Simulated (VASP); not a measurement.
# V: single point with PBEsol

The system is V.

```
V
1.0
     4.40274    0.00000    0.00000
    -2.20137    3.81289    0.00000
     0.00000    0.00000    2.34383
V
3
Direct
  0.00000 0.00000 0.00000
  0.33333 0.66667 0.50000
  0.66667 0.33333 0.50000
```

This isn't the form of V at room conditions, which is bcc.

```json
{"Program": "VASP 6.6.1", "Task": "single point", "Functional": "PBEsol", "Potentials or basis": "VASP PAW PBE potentials, release 64 (V_sv)", "Cutoff": "520 eV", "k mesh": "6 × 6 × 8", "Occupations": "gaussian, width 0.1 eV", "Spin": "collinear spin, ferromagnetic start", "Starting moments": "[0.39, 0.17, 0.17] μB", "Dipole correction": "no", "Further INCAR settings": "ALGO = Normal; EDIFF = 1e-06; NBANDS = 30"}
```

The pressure is 0.3 GPa and the net moment is 0.00 μB per cell. The valence electrons inside the program's atomic spheres are V 11.71, 11.76 (each value once).

Stress tensor (GPa, compression positive):
```
0.24 0.00 0.00
0.00 0.24 0.00
0.00 0.00 0.55
```

Levels at points of the mesh, in eV from the Fermi level:
Spin up:
```
           k point  band 17  band 18  band 19  band 20  band 21  band 22  band 23  band 24
(0.00, 0.00, 0.00)    -1.38    -1.38    -1.37    -0.89     0.53     0.53     2.53     2.53
(0.50, 0.00, 0.00)    -1.53    -1.24    -0.90    -0.85     0.80     1.94     2.30     2.62
(0.00, 0.00, 0.50)    -1.65    -0.85    -0.10    -0.10     0.98     0.98     2.61     2.61
(0.50, 0.00, 0.50)    -1.15    -0.57    -0.42     0.72     0.85     1.70     1.83     2.49
```
Spin down:
```csv
k point,band 18,band 19,band 20,band 21,band 22,band 23
"(0.00, 0.00, 0.00)",-1.38,-1.37,-0.89,0.53,0.53,2.53
"(0.50, 0.00, 0.00)",-1.24,-0.90,-0.85,0.80,1.94,2.30
"(0.00, 0.00, 0.50)",-0.85,-0.10,-0.10,0.98,0.98,2.61
"(0.50, 0.00, 0.50)",-0.57,-0.42,0.72,0.85,1.70,1.83
```

Wall time 80 s on 1 thread of Intel Xeon 8259CL, with other jobs on the host, peak memory 0.21 GiB.

Caveat: the PAW data sets were made with another functional, which shifts forces and pressure a little.
